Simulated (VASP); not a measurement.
# Al3Cl in VASP: a series of runs

Runs on Al3Cl. Level: PBE. Tasks: relaxation of the atoms.

Everything below comes from runs of VASP 6.6.1. Logs are shortened: lines on timing, memory, paths and dates and some standing lists are left out, and cuts for length are marked.

## 1. The cell of the first run

The cell holds a slab with vacuum, 4 atoms: a = 2.857 Å, b = 2.857 Å, c = 19.675 Å, α = 90.00°, β = 90.00°, γ = 90.00°.

## 2. Relaxation of the atoms, PBE

INCAR

```
PREC = Accurate ; ENCUT = 450
EDIFF = 1E-7 ; ISMEAR = 0
SIGMA = 0.1 ; LREAL = False
LASPH = True ; NELM = 120
ALGO = Normal ; ISIF = 2
LWAVE = False ; LCHARG = False
LDIPOL = True ; IDIPOL = 3
DIPOL = 0.5 0.5 0.360 ; GGA = PE
IBRION = 2 ; NSW = 36
EDIFFG = -0.025 ; GGA_COMPAT = False
NELMIN = 4 ; NELMDL = -8
```

KPOINTS

```
regular mesh
0
Gamma
  9 9 1
```

POSCAR

```
Al3Cl
1.0
    2.8567582918      0.0000000000      0.0000000000
    0.0000000000      2.8567582918      0.0000000000
    0.0000000000      0.0000000000     19.6746954375
Al Cl
3 1
Selective dynamics
Direct
    0.5000000000      0.5000000000      0.2033068320  F F F
    0.0000000000      0.0000000000      0.3092728611  F F F
    0.5000000000      0.5000000000      0.4154928580  F F F
    0.5000000000      0.8333333333      0.5116666382  F F T
```

Potentials or basis: VASP PAW PBE potentials, release 64 (Al, Cl).

Started as:

```console
$ cat potpaw_PBE.64/Al/POTCAR potpaw_PBE.64/Cl/POTCAR > POTCAR
$ mpirun -np 1 vasp_std > vasp.out
```

OUTCAR:

```text
PREC = Accurate
   ENCUT = 450
   EDIFF = 1E-7
   ISMEAR = 0
   LREAL = False
   LASPH = True
   NELM = 120
   ISIF = 2
   GGA = PE
   IBRION = 2
   NSW = 36
   EDIFFG = -0.025
   NELMIN = 4
   NELMDL = -8

 ion  position               nearest neighbor table
   1  0.500  0.500  0.203-   2 2.90   2 2.90   2 2.90   2 2.90
   2  0.000  0.000  0.309-   1 2.90   1 2.90   1 2.90   1 2.90   3 2.91   3 2.91   3 2.91   3 2.91

   3  0.500  0.500  0.415-   4 2.12   4 2.68   2 2.91   2 2.91   2 2.91   2 2.91
   4  0.500  0.833  0.512-   3 2.12   3 2.68

  LATTYP: Found a simple tetragonal cell.
 ALAT       =     2.8567582918
 C/A-ratio  =     6.8870703881

  Lattice vectors:

 A1 = (   2.8567582918,   0.0000000000,   0.0000000000)
 A2 = (   0.0000000000,   2.8567582918,   0.0000000000)
 A3 = (   0.0000000000,   0.0000000000,  19.6746954375)

Analysis of symmetry for initial positions (statically):
=====================================================================
 Subroutine PRICEL returns:
 Original cell was already a primitive cell.

 Routine SETGRP: Setting up the symmetry group for a
 simple tetragonal supercell.

 Subroutine GETGRP returns: Found  2 space group operations
 (whereof  2 operations were pure point group operations)
 out of a pool of 16 trial point group operations.

The static configuration has the point symmetry C_1h.

Analysis of symmetry for dynamics (positions and initial velocities):
=====================================================================
 Subroutine PRICEL returns:
 Original cell was already a primitive cell.

 Routine SETGRP: Setting up the symmetry group for a
 simple tetragonal supercell.

 Subroutine GETGRP returns: Found  2 space group operations
 (whereof  2 operations were pure point group operations)
 out of a pool of 16 trial point group operations.

The dynamic configuration has the point symmetry C_1h.

Analysis of constrained symmetry for selective dynamics:
=====================================================================
 Subroutine PRICEL returns:
 Original cell was already a primitive cell.

 Routine SETGRP: Setting up the symmetry group for a
 simple tetragonal supercell.

 Subroutine GETGRP returns: Found  2 space group operations
 (whereof  2 operations were pure point group operations)
 out of a pool of 16 trial point group operations.

The constrained configuration has the point symmetry C_1h.

 Subroutine INISYM returns: Found  2 space group operations
[... 128 lines left out ...]
   IVDW    =     0    specifies the selected vdW correction
   LEPSILON=     F    determine dielectric tensor
   LRPA    =     F    only Hartree local field effects (RPA)
 conjugate gradient relaxation of ions
 non-spin polarized calculation
 Gauss-broadening in eV      SIGMA  =   0.10
  energy-cutoff  :      450.00
  volume of cell :      160.57
 maximum number of plane-waves:      3502
   NGX =  9   NGY =  9   NGZ = 69

 dipolmoment           0.000000      0.000000     -0.075203 electrons x Angstroem

--------------------------------------- Ionic step        1  -------------------------------------------

 number of electron      15.9999999 magnetization

 Free energy of the ion-electron system (eV)
  ---------------------------------------------------
  ext. energy  EPLUGINS =         0.00000000
  ---------------------------------------------------
  free energy    TOTEN  =       -13.14990854 eV

  energy without entropy =      -13.14052898  energy(sigma->0) =      -13.14521876

------------------------ aborting loop because EDIFF is reached ----------------------------------------

  FORCE on cell =-STRESS in cart. coord.  units (eV):
  Direction    XX          YY          ZZ          XY          YZ          ZX
  --------------------------------------------------------------------------------------
  -------------------------------------------------------------------------------------
  Total        2.9739831      3.8012020     -0.4062731      0.0000000      1.1818029      0.0000000
  in kB       29.6752284     37.9294483     -4.0539058      0.0000000     11.7923571      0.0000000
  external PRESSURE =      21.1835903 kB  Pullay stress =       0.0000000 kB
[... 63 lines left out ...]
--------------------------------------- Ionic step        3  -------------------------------------------

 number of electron      16.0000000 magnetization

 dipolmoment           0.000000      0.000000      0.046865 electrons x Angstroem

 Free energy of the ion-electron system (eV)
  ---------------------------------------------------
  ext. energy  EPLUGINS =         0.00000000
  ---------------------------------------------------
  free energy    TOTEN  =       -13.15039352 eV

  energy without entropy =      -13.14103650  energy(sigma->0) =      -13.14571501

 E-fermi :   0.5397     XC(G=0):  -5.0486

 val. band max:        0.5301719065   @ k =   0.3333   0.1111   0.0000
 cond. band min:       0.5537383324   @ k =  -0.2222   0.4444   0.0000
 fundamental gap:      0.0235664259
 Fermi energy:         0.5396520639

 k-point     1 :       0.0000    0.0000    0.0000
  band No.  band energies     occupation
      1     -16.5379      2.00000
      2      -9.8763      2.00000
      3      -7.9072      2.00000
      4      -5.6415      2.00000
      5      -2.9880      2.00000
      6      -0.9637      2.00000
      7      -0.6973      2.00000
      8       0.6770      0.05217
      9       3.7438      0.00000
     10       5.1170      0.00000
     11       5.2375      0.00000
     12       6.1239      0.00000
[... 331 lines left out ...]
 k-point    24 :      -0.3333    0.4444    0.0000
  band No.  band energies     occupation
      1     -14.5708      2.00000
      2      -5.7277      2.00000
      3      -4.6131      2.00000
      4      -3.8607      2.00000
      5      -3.5863      2.00000
      6      -2.4173      2.00000
      7      -1.7593      2.00000
      8      -0.1768      2.00000
      9       1.2957      0.00000
     10       1.6719      0.00000
     11       3.0404      0.00000
     12       3.3769      0.00000

 [... further k-points ...]

------------------------ aborting loop because EDIFF is reached ----------------------------------------

 vacuum level on the upper side and lower side of the slab       (xc-potential included)         0.343        -0.668

  FORCE on cell =-STRESS in cart. coord.  units (eV):
  Direction    XX          YY          ZZ          XY          YZ          ZX
  --------------------------------------------------------------------------------------
  -------------------------------------------------------------------------------------
  Total        2.9843663      3.7653782     -0.6264642      0.0000000      1.1091170      0.0000000
  in kB       29.7788342     37.5719883     -6.2510332      0.0000000     11.0670769      0.0000000
  external PRESSURE =      20.3665964 kB  Pullay stress =       0.0000000 kB
[... 19 lines left out ...]
  FREE ENERGIE OF THE ION-ELECTRON SYSTEM (eV)
  ---------------------------------------------------
  free  energy   TOTEN  =       -13.1503935188 eV

  energy  without entropy=      -13.1410364970  energy(sigma->0) =      -13.14571501

 reached required accuracy - stopping structural energy minimisation

 vacuum level on the upper side and lower side of the slab         5.405         4.364
```

OSZICAR:

```text
N       E                     dE             d eps       ncg     rms          rms(c)
DAV:   1     0.823936476663E+02    0.82394E+02   -0.50592E+03   600   0.890E+02
DAV:   2    -0.231310531774E+01   -0.84707E+02   -0.78319E+02   964   0.154E+02
DAV:   3    -0.131885305455E+02   -0.10875E+02   -0.10019E+02   748   0.584E+01
[... 45 lines left out ...]
DAV:   5    -0.131503927848E+02    0.71681E-06   -0.25918E-06   712   0.131E-02    0.406E-03
DAV:   6    -0.131503930092E+02   -0.22439E-06   -0.62962E-07   692   0.583E-03    0.199E-03
DAV:   7    -0.131503931808E+02   -0.17154E-06   -0.43342E-08   428   0.189E-03    0.101E-03
DAV:   8    -0.131503934268E+02   -0.24603E-06   -0.35715E-08   464   0.146E-03    0.297E-04
DAV:   9    -0.131503935188E+02   -0.92007E-07   -0.10051E-08   432   0.857E-04
   3 F= -.13150394E+02 E0= -.13145715E+02  d E =-.484974E-03
```

CONTCAR:

```text
Al3Cl
   1.00000000000000
     2.8567582917999998    0.0000000000000000    0.0000000000000000
     0.0000000000000000    2.8567582917999998    0.0000000000000000
     0.0000000000000000    0.0000000000000000   19.6746954374999987
  Al              Cl
     3     1
Selective dynamics
Direct
     0.5000000000000000    0.5000000000000000    0.2033068320000027   F   F   F
     0.0000000000000000    0.0000000000000000    0.3092728610999984   F   F   F
     0.5000000000000000    0.5000000000000000    0.4154928580000004   F   F   F
     0.5000000000000000    0.8333333332999970    0.5121034297126829   F   F   T

  0.00000000E+00  0.00000000E+00  0.00000000E+00
  0.00000000E+00  0.00000000E+00  0.00000000E+00
  0.00000000E+00  0.00000000E+00  0.00000000E+00
  0.00000000E+00  0.00000000E+00  0.00000000E+00
```

Wall time 3 min (1 thread of Intel Xeon 8259CL, shared host); peak memory 0.24 GiB.

What came out:

```
Free energy               : -13.1504 eV
Energy gained by relaxing : 0.1 meV/atom
Ionic steps               : 3
Band gap on the k mesh    : zero (bands 8 and 9 overlap by 1.11 eV)
```

Step by step:
```
step  energy change (eV)  largest force on free atoms (eV/Å)  pressure (GPa)
   1              0.0000                              0.1161            2.12
   2             -0.0004                              0.0388            2.07
   3             -0.0005                              0.0020            2.04
```

Final structure:
```
Al Cl
1.0
     2.85676    0.00000    0.00000
     0.00000    2.85676    0.00000
     0.00000    0.00000   19.67470
Al Cl
3 1
Direct
  0.50000 0.50000 0.20331
  0.00000 0.00000 0.30927
  0.50000 0.50000 0.41549
  0.50000 0.83333 0.51210
```

## 3. Relaxation of the atoms, PBE

INCAR

```
SYSTEM = Al3Cl
ALGO = Normal ; DIPOL = 0.5 0.5 0.354
EDIFF = 1E-7 ; EDIFFG = -0.025
ENCUT = 450 ; GGA = PE
GGA_COMPAT = .FALSE. ; IBRION = 2
IDIPOL = 3 ; ISIF = 2
ISMEAR = 0 ; LASPH = .TRUE.
LCHARG = .FALSE. ; LDIPOL = .TRUE.
LREAL = .FALSE. ; LWAVE = .FALSE.
NELM = 120 ; NELMDL = -8
NELMIN = 4 ; NSW = 36
PREC = Accurate ; SIGMA = 0.1
```

KPOINTS

```
k-points
0
G
  9 9 1
  0 0 0
```

POSCAR, as its differences from that of step 2:

```diff
@@ -12,2 +12,2 @@
     0.5000000000      0.5000000000      0.4154928580  F F F
-    0.5000000000      0.8333333333      0.5116666382  F F T
+    0.8333333333      1.0000000000      0.4875671651  F F T
```

Potentials or basis: VASP PAW PBE potentials, release 64 (Al, Cl).

Started as:

```console
$ cat potpaw_PBE.64/Al/POTCAR potpaw_PBE.64/Cl/POTCAR > POTCAR
$ mpirun -np 1 vasp_std > vasp.out
```

Wall time 3.2 min (1 thread of Intel Xeon 8259CL, shared host); peak memory 0.24 GiB.

It converged, with:

```
Free energy               : -13.1443 eV
Energy gained by relaxing : 75.2 meV/atom
Ionic steps               : 4
Band gap on the k mesh    : zero (bands 8 and 9 overlap by 1.54 eV)
```

The path:
| step | energy change (eV) | largest force on free atoms (eV/Å) | pressure (GPa) |
| --- | --- | --- | --- |
| 1 | 0.0000 | 2.4598 | 3.80 |
| 2 | -0.2166 | 1.2207 | 2.75 |
| 3 | -0.3005 | 0.0394 | 1.80 |
| 4 | -0.3006 | 0.0002 | 1.77 |

Final structure:
```cif
data_structure
_symmetry_space_group_name_H-M 'P 1'
_symmetry_Int_Tables_number 1
_cell_length_a 2.8568
_cell_length_b 2.8568
_cell_length_c 19.6747
_cell_angle_alpha 90.000
_cell_angle_beta 90.000
_cell_angle_gamma 90.000
_cell_volume 160.57
loop_
_atom_site_label
_atom_site_type_symbol
_atom_site_fract_x
_atom_site_fract_y
_atom_site_fract_z
_atom_site_occupancy
Al1 Al 0.50000 0.50000 0.20331 1
Al2 Al 0.00000 0.00000 0.30927 1
Al3 Al 0.50000 0.50000 0.41549 1
Cl1 Cl 0.83333 0.00000 0.50088 1
```

Levels at points of the mesh, in eV from the Fermi level:
```csv
k point,band 4,band 5,band 6,band 7,band 8,band 9,band 10,band 11,band 12
"(0.00, 0.00, 0.00)",-6.21,-3.28,-2.57,-2.33,0.46,3.16,4.20,4.36,5.18
```
